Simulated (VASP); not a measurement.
# Li2S: relaxation of cell and atoms with PBE

The system is Li2S.

```
Li S
1.0
     0.00000    2.61140    2.61140
     2.61140    0.00000    2.61140
     2.61140    2.61140    0.00000
Li S
2 1
Direct
  0.25000 0.25000 0.25000
  0.75000 0.75000 0.75000
  0.00000 0.00000 0.00000
```

```yaml
Program: VASP 6.6.1
Task: relaxation of cell and atoms
Functional: PBE
Potentials_or_basis: VASP PAW PBE potentials, release 64 (Li_sv, S)
Cutoff: 750 eV
k_mesh: 8 × 8 × 8
Occupations: gaussian, width 0.01 eV
Spin: no spin polarisation
Target_pressure: 35 GPa
Dipole_correction: no
Further_INCAR_settings: ALGO = Normal; EDIFF = 1e-07; IBRION = 2; EDIFFG = -0.001; NSW = 80; ISIF = 3
```

```json
{
  "Relaxed volume": "10.40 Å³/atom",
  "Relaxed cell": "a = 3.534 Å, b = 3.534 Å, c = 3.534 Å, α = 60.00°, β = 60.00°, γ = 60.00°",
  "Space group after relaxing (to 0.1 Å)": "Fm-3m (No. 225)",
  "Energy change on relaxing (the run minimises the enthalpy)": "+235.9 meV/atom",
  "Ionic steps": "3",
  "Pressure after relaxing": "35.0 GPa",
  "Band gap on the k mesh": "2.84 eV (least direct gap 5.27 eV)"
}
```

The path:
| step | energy change (eV) | largest force (eV/Å) | pressure (GPa) | volume (Å³) |
| --- | --- | --- | --- | --- |
| 1 | 0.0000 | 0.0000 | 17.92 | 35.62 |
| 2 | 1.1336 | 0.0000 | 44.72 | 29.48 |
| 3 | 0.7078 | 0.0000 | 35.02 | 31.20 |

Final structure:
```
Li S
1.0
     0.00000    2.49874    2.49874
     2.49874    0.00000    2.49874
     2.49874    2.49874    0.00000
Li S
2 1
Direct
  0.25000 0.25000 0.25000
  0.75000 0.75000 0.75000
  0.00000 0.00000 0.00000
```

Levels at points of the mesh, in eV from the valence-band top:
```csv
k point,band 4,band 5,band 6,band 7,band 8,band 9
"(0.00, 0.00, 0.00)",0.00,0.00,0.00,6.13,6.13,6.13
"(0.50, 0.00, 0.00)",-4.44,-0.88,-0.88,6.49,6.49,8.15
"(0.50, 0.50, 0.00)",-3.09,-2.44,-2.44,2.84,8.12,14.16
```

It took 21 s on 1 thread of Intel(R) Xeon(R) 6975P-C (Granite Rapids), on a shared host, peak memory 0.21 GiB.

Caveat: the cell is relaxed towards a set pressure, so the run minimises the enthalpy, not the energy. A k mesh can miss the band edges.
